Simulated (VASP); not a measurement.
# H27C5Cl5 in VASP: a series of runs, part 3 of 4

VASP 6.6.1. Earlier steps stand in the parts before.

### Step 4. Single point, r2SCAN+D3(BJ)

File POSCAR:

```
H27C5Cl5
1.0
    8.3203350000      0.0000000000      0.0000000000
    0.0000000000      8.3203350000      0.0000000000
    0.0000000000      0.0000000000      8.3203350000
C Cl H
5 5 27
Direct
    0.2925723544      0.5260365118      0.0570409725
    0.3593485118      0.0194463324      0.1039381227
    0.7766153646      0.8961538207      0.5115419031
    0.6075356341      0.3274026827      0.5816833096
   -0.0686871382      0.2057128709      0.1741516417
    0.2639196619      0.5319737727      0.2642321493
    0.5130322277      0.1465926552      0.1755818726
    0.9803571611      0.8533791007      0.4894153901
    0.7030966902      0.4661350775      0.4659427775
   -0.0713432813      0.2004246223     -0.0406353831
    0.3525939761      0.6445173181      0.0219221942
    0.3650574166      0.4145506161      0.0334842287
    0.1759784913      0.5272143489     -0.0050839299
    0.2560473827      0.0705861002      0.1563158214
    0.3524978261     -0.0062617671     -0.0287848987
    0.3749849014     -0.1045510788      0.1612915826
    0.7634668556      0.9419212087      0.6321981026
    0.7411720802      0.9839026914      0.4128559727
    0.7051158397      0.7895715737      0.4809662111
    0.6723767733      0.2935578916      0.6965825294
    0.4951964074      0.3862344485      0.6229196300
    0.5790271666      0.2169383805      0.5136572025
    0.0163695332      0.2860581936      0.2219982729
   -0.1796201715      0.2611673689      0.2106285384
   -0.0709827188      0.0876647395      0.2293537460
    0.6521852786      0.7606785063      0.1218700930
    0.5641479580      0.7480948784      0.1348743771
    0.8384518171      0.5647008203      0.1487440109
    0.8386441171      0.5540642294      0.0617763588
    0.7441527294      0.6618243136      0.8341370870
    0.7077840015      0.6012738670      0.7763629710
    0.4297663496      0.0222106442      0.5709265312
    0.3424381350      0.0648771954      0.5785103605
    0.3295540384      0.6365248515      0.6972315418
    0.2822121946      0.7005847721      0.7267856402
    1.0930208940      0.2375385126      0.5617081524
    1.0086973662      0.2759384087      0.5612394212
```

File INCAR.step1:

```
SYSTEM = H27C5Cl5
ALGO     = Normal         ! electronic algorithm
EDIFF    = 1E-4           ! SCF threshold, eV
ENCUT    = 520            ! plane-wave cutoff, eV
GGA      = PE             ! functional
ISMEAR   = -1             ! smearing method
LASPH    = .TRUE.         ! aspherical terms in the spheres
LCHARG   = .FALSE.        ! write CHGCAR
LREAL    = Auto         
LWAVE    = .TRUE.         ! write WAVECAR
NBANDS   = 65             ! bands
NELM     = 80             ! most SCF steps
PREC     = Accurate       ! precision mode
SIGMA    = 0.05           ! smearing width, eV
```

File INCAR.step2:

```
SYSTEM = H27C5Cl5
ALGO     = Normal         ! electronic algorithm
EDIFF    = 1E-6           ! SCF threshold, eV
ENCUT    = 520            ! plane-wave cutoff, eV
ISIF     = 2              ! what is computed and relaxed
ISMEAR   = -1             ! smearing method
ISTART   = 1            
IVDW     = 12             ! dispersion correction
LASPH    = .TRUE.         ! aspherical terms in the spheres
LCHARG   = .FALSE.        ! write CHGCAR
LMIXTAU  = .TRUE.       
LREAL    = Auto         
LWAVE    = .FALSE.        ! write WAVECAR
METAGGA  = R2SCAN         ! meta-GGA
NBANDS   = 65             ! bands
NELM     = 80             ! most SCF steps
PREC     = Accurate       ! precision mode
SIGMA    = 0.05           ! smearing width, eV
VDW_A1   = 0.49484001   
VDW_A2   = 5.73083694   
VDW_S6   = 1.0          
VDW_S8   = 0.78981345
```

File KPOINTS:

```
k-points
0
G
  1 1 1
  0 0 0
```

Potentials or basis: VASP PAW PBE potentials, release 64 (C, Cl, H).

On the command line:

```sh
cat potpaw_PBE.64/C/POTCAR potpaw_PBE.64/Cl/POTCAR potpaw_PBE.64/H/POTCAR > POTCAR
cp INCAR.step1 INCAR
mpirun -np 1 vasp_gam > vasp.out
cp INCAR.step2 INCAR
mpirun -np 1 vasp_gam > vasp.out
```

OUTCAR:

```text
SYSTEM = H27C5Cl5
   EDIFF = 1E-6
   ENCUT = 520
   ISIF = 2
   ISMEAR = -1
   ISTART = 1
   IVDW = 12
   LASPH = .TRUE.
   LREAL = Auto
   METAGGA = R2SCAN
   NELM = 80
   PREC = Accurate
 IVDW          = 12

 ion  position               nearest neighbor table
   1  0.293  0.526  0.057-  13 1.10  12 1.12  11 1.14   6 1.74
   2  0.359  0.019  0.104-  14 1.05  15 1.13  16 1.14   7 1.76
   3  0.777  0.896  0.512-  17 1.08  19 1.10  18 1.14   8 1.74
   4  0.608  0.327  0.582-  22 1.11  21 1.11  20 1.13   9 1.70
   5  0.931  0.206  0.174-  23 1.05  24 1.08  25 1.08  10 1.79
   6  0.264  0.532  0.264-   1 1.74
   7  0.513  0.147  0.176-   2 1.76
   8  0.980  0.853  0.489-   3 1.74
   9  0.703  0.466  0.466-   4 1.70
  10  0.929  0.200  0.959-   5 1.79
  11  0.353  0.645  0.022-   1 1.14
[... 24 lines left out ...]
  36  0.093  0.238  0.562-  37 0.77
  37  0.009  0.276  0.561-  36 0.77

  LATTYP: Found a simple cubic cell.
 ALAT       =     8.3203350000

  Lattice vectors:

 A1 = (   8.3203350000,   0.0000000000,   0.0000000000)
[... 227 lines left out ...]
 fundamental gap:      6.3176492630
 Fermi energy:        -2.9287672294

 k-point     1 :       0.0000    0.0000    0.0000
  band No.  band energies     occupation
      1     -20.0486      2.00000
      2     -19.7821      2.00000
      3     -19.6353      2.00000
      4     -19.6098      2.00000
      5     -19.3538      2.00000
      6     -14.7976      2.00000
[... 45 lines left out ...]
     52       4.1470      0.00000
     53       4.2891      0.00000
 [bands above 53 left out]

------------------------ aborting loop because EDIFF is reached ----------------------------------------

 Edisp (eV)   -0.68671

 E8    (eV) :    -0.1242

  FORCE on cell =-STRESS in cart. coord.  units (eV):
  Direction    XX          YY          ZZ          XY          YZ          ZX
  --------------------------------------------------------------------------------------
  -------------------------------------------------------------------------------------
  Total       2.69568    -3.65452    -2.87022     1.37470     0.17892    -3.64975
  in kB       7.49819   -10.16527    -7.98368     3.82380     0.49769   -10.15198
  external pressure =       -3.55 kB  Pullay stress =        0.00 kB

 VOLUME and BASIS-vectors are now :
 -----------------------------------------------------------------------------
  energy-cutoff  :      520.00
  volume of cell :      576.00
      direct lattice vectors                 reciprocal lattice vectors
     8.320335000  0.000000000  0.000000000     0.120187468  0.000000000  0.000000000
     0.000000000  8.320335000  0.000000000     0.000000000  0.120187468  0.000000000
     0.000000000  0.000000000  8.320335000     0.000000000  0.000000000  0.120187468

 POSITION                                       TOTAL-FORCE (eV/Angst)
 -----------------------------------------------------------------------------------
      2.43430      4.37680      0.47460         0.743333      0.765410     -1.166368
      2.98990      0.16180      0.86480         0.492276     -2.698756      0.015730
      6.46170      7.45630      4.25620        -0.969545      0.670274     -1.821911
      5.05490      2.72410      4.83980        -1.331012     -1.250327      2.151788
      7.74883      1.71160      1.44900        -1.618736     -0.278337     -0.118186
      2.19590      4.42620      2.19850        -0.294557      0.066206      0.969267
[... 29 lines left out ...]
      0.77397      1.97640      4.67360        -0.853147      0.367674     -0.003740
      0.07237      2.29590      4.66970         0.848517     -0.326930      0.004952
 -----------------------------------------------------------------------------------
    total drift:                                0.005360     -0.000711     -0.002349

  FREE ENERGIE OF THE ION-ELECTRON SYSTEM (eV)
  ---------------------------------------------------
  free  energy   TOTEN  =      -179.4663552088 eV

  energy  without entropy=     -179.4663552087  energy(sigma->0) =     -179.46635521
```

OUTCAR.step1:

```text
SYSTEM = H27C5Cl5
   EDIFF = 1E-4
   ENCUT = 520
   GGA = PE
   ISMEAR = -1
   LASPH = .TRUE.
[... 362 lines left out ...]
      2.19590      4.42620      2.19850        -0.317475      0.075510      1.047518
[... 29 lines left out ...]
      0.77397      1.97640      4.67360        -0.629743      0.270594      0.007176
      0.07237      2.29590      4.66970         0.652163     -0.226152      0.011665
 -----------------------------------------------------------------------------------
    total drift:                                0.000795      0.000385     -0.001484

  FREE ENERGIE OF THE ION-ELECTRON SYSTEM (eV)
  ---------------------------------------------------
  free  energy   TOTEN  =      -152.0282673013 eV

  energy  without entropy=     -152.0282673012  energy(sigma->0) =     -152.02826730
```

OSZICAR.step1:

```text
N       E                     dE             d eps       ncg     rms          rms(c)
DAV:   1     0.562985049513E+03    0.56299E+03   -0.36220E+04   130   0.107E+03
DAV:   2    -0.807372671801E+02   -0.64372E+03   -0.61391E+03   163   0.220E+02
DAV:   3    -0.163148396208E+03   -0.82411E+02   -0.81881E+02   156   0.843E+01
DAV:   4    -0.165384646265E+03   -0.22363E+01   -0.22228E+01   180   0.164E+01
DAV:   5    -0.165448505343E+03   -0.63859E-01   -0.63800E-01   164   0.276E+00    0.299E+01
DAV:   6    -0.154389150642E+03    0.11059E+02   -0.13489E+01   164   0.140E+01    0.133E+01
DAV:   7    -0.152356000793E+03    0.20331E+01   -0.66692E+00   164   0.855E+00    0.666E+00
DAV:   8    -0.152022191413E+03    0.33381E+00   -0.56777E-01   164   0.280E+00    0.335E+00
DAV:   9    -0.152022227400E+03   -0.35987E-04   -0.10214E-01   156   0.115E+00    0.892E-01
DAV:  10    -0.152027330476E+03   -0.51031E-02   -0.11360E-02   148   0.407E-01    0.295E-01
DAV:  11    -0.152028623674E+03   -0.12932E-02   -0.20230E-03   148   0.208E-01    0.106E-01
DAV:  12    -0.152028447392E+03    0.17628E-03   -0.52307E-04   148   0.106E-01    0.485E-02
DAV:  13    -0.152028305492E+03    0.14190E-03   -0.11637E-04   108   0.564E-02    0.299E-02
DAV:  14    -0.152028267301E+03    0.38191E-04   -0.57847E-05   116   0.350E-02
   1 F= -.15202827E+03 E0= -.15202827E+03  d E =-.226373E-10
```

It took 7.1 min on 1 thread of Intel Xeon Platinum 8259CL at 2.50GHz (Skylake/Cascade Lake), shared host; peak memory 0.61 GiB.

What came out:

| Property | Result |
| --- | --- |
| Free energy | -179.4664 eV |
| Pressure | -0.4 GPa |
| Largest force | 2.822 eV/Å |
| Band gap on the k mesh | 6.32 eV |
| Dispersion energy per atom | -0.019 eV |

Forces in eV/Å, atoms in the order of the input:
```
C    0.743  0.765 -1.166
C    0.492 -2.699  0.016
C   -0.970  0.670 -1.822
C   -1.331 -1.250  2.152
C   -1.619 -0.278 -0.118
Cl  -0.295  0.066  0.969
Cl   0.495  0.038 -0.483
Cl   0.910 -0.362 -0.244
Cl   1.118  0.846 -0.946
Cl   0.297 -0.141  0.389
H   -0.262 -1.643  0.211
H   -0.478  1.135 -0.246
H    0.251 -0.372  0.231
H   -1.399  0.355 -0.082
H    0.281  0.954  1.022
H   -0.082  1.424 -0.441
H   -0.563  0.093  0.106
H    0.369 -0.421  1.288
H    0.218  0.049  0.670
H   -0.120  0.394 -1.189
H    0.250 -0.598 -0.262
H    0.173  0.636  0.190
H    1.556  0.477  0.104
H   -0.663  0.148 -0.090
H    0.543 -0.248 -0.333
H   -0.248  0.027  0.046
H    0.294  0.023  0.021
H    0.098  0.045  0.489
H    0.070 -0.123 -0.447
H   -0.268 -0.373 -0.368
H    0.253  0.425  0.355
H   -1.798  0.768  0.173
H    1.683 -0.903 -0.135
H    0.802 -1.038 -0.505
H   -0.797  1.071  0.444
H   -0.853  0.368 -0.004
H    0.849 -0.327  0.005
```

Stress tensor (GPa, compression positive):
```
 0.75  0.38 -1.02
 0.38 -1.02  0.05
-1.02  0.05 -0.80
```

Levels at points of the mesh, in eV from the valence-band top:
```tsv
k point	band 37	band 38	band 39	band 40	band 41	band 42	band 43	band 44	band 45	band 46
(0.00, 0.00, 0.00)	-0.26	-0.19	-0.10	-0.06	0.00	6.32	6.58	6.72	6.93	7.18
```

Caveat: the k points lie up to 0.76 Å⁻¹ apart; the PAW data sets were made with another functional, which shifts forces and pressure a little.

(Continued in part 4 of 4.)
